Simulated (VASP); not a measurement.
Write the native input for VASP 6.6.1 that does the following.

- Task: single point
- Functional: r2SCAN
- Dispersion: D4
- Potentials or basis: VASP PAW PBE potentials, release 64 (Mn_pv, O)
- Cutoff: 520 eV
- k mesh: 10 × 10 × 10
- Occupations: fermi-dirac, width 0.05 eV
- Spin: collinear spin, ferromagnetic start
- Starting moments: [4.0, 0.0] μB
- Dipole correction: no
- Further INCAR settings: ALGO = Normal; EDIFF = 1e-06; NBANDS = 20

MnO:

```
CELL_PARAMETERS angstrom
0.00000 2.20898 2.20898
2.20898 0.00000 2.20898
2.20898 2.20898 0.00000
ATOMIC_POSITIONS crystal
Mn 0.00000 0.00000 0.00000
O 0.50000 0.50000 0.50000
```

These files were run (other wordings do the same):

POSCAR

```
MnO
1.0
    0.0000000000      2.2089816980      2.2089816980
    2.2089816980      0.0000000000      2.2089816980
    2.2089816980      2.2089816980      0.0000000000
Mn O
1 1
Direct
    0.0000000000      0.0000000000      0.0000000000
    0.5000000000      0.5000000000      0.5000000000
```

INCAR.step1

```
PREC = Accurate
ENCUT = 520
ISMEAR = -1
SIGMA = 0.05
LREAL = F
LASPH = T
NELM = 150
ISPIN = 2
MAGMOM = 4 0
LMAXMIX = 4
NBANDS = 20
GGA = PE
ALGO = Normal
EDIFF = 1E-4
LWAVE = T
LCHARG = F
```

INCAR.step2

```
PREC = Accurate
ENCUT = 520
EDIFF = 1E-6
ISMEAR = -1
SIGMA = 0.05
LREAL = F
LASPH = T
NELM = 150
ALGO = Normal
ISIF = 2
LWAVE = F
LCHARG = F
ISPIN = 2
MAGMOM = 4 0
LORBIT = 11
LMAXMIX = 4
METAGGA = R2SCAN
LMIXTAU = T
IVDW = 13
VDW_S6 = 1.0
VDW_S8 = 0.6018749
VDW_A1 = 0.51559235
VDW_A2 = 5.77342911
NBANDS = 20
ISTART = 1
```

KPOINTS

```
Automatic mesh
0
Gamma
  10 10 10
```

Potentials or basis: VASP PAW PBE potentials, release 64 (Mn_pv, O).

Run with:

```sh
$ cat potpaw_PBE.64/Mn_pv/POTCAR potpaw_PBE.64/O/POTCAR > POTCAR
$ cp INCAR.step1 INCAR
$ mpirun -np 1 vasp_std > vasp.out
$ cp INCAR.step2 INCAR
$ mpirun -np 1 vasp_std > vasp.out
```

It gave:

The pressure is 2.7 GPa and the band gap on the k mesh is zero (filled and empty bands overlap). The net moment is 4.99 μB per cell, the site moments are Mn +4.54; O +0.24 μB and the valence electrons inside the program's atomic spheres are Mn 11.36; O 5.04. The dispersion energy per atom is -0.121 eV.

Caveat: the PAW data sets were made with another functional, which shifts forces and pressure a little; a cell with one magnetic atom can't hold antiferromagnetic order, which such compounds often take; semilocal functionals often make such compounds metallic where correlation or magnetic order opens a gap, which also shifts bond lengths.

Wall time 54 s on 1 thread of Intel(R) Xeon(R) 6975P-C (Granite Rapids), with other jobs on the host, peak memory 0.17 GiB.
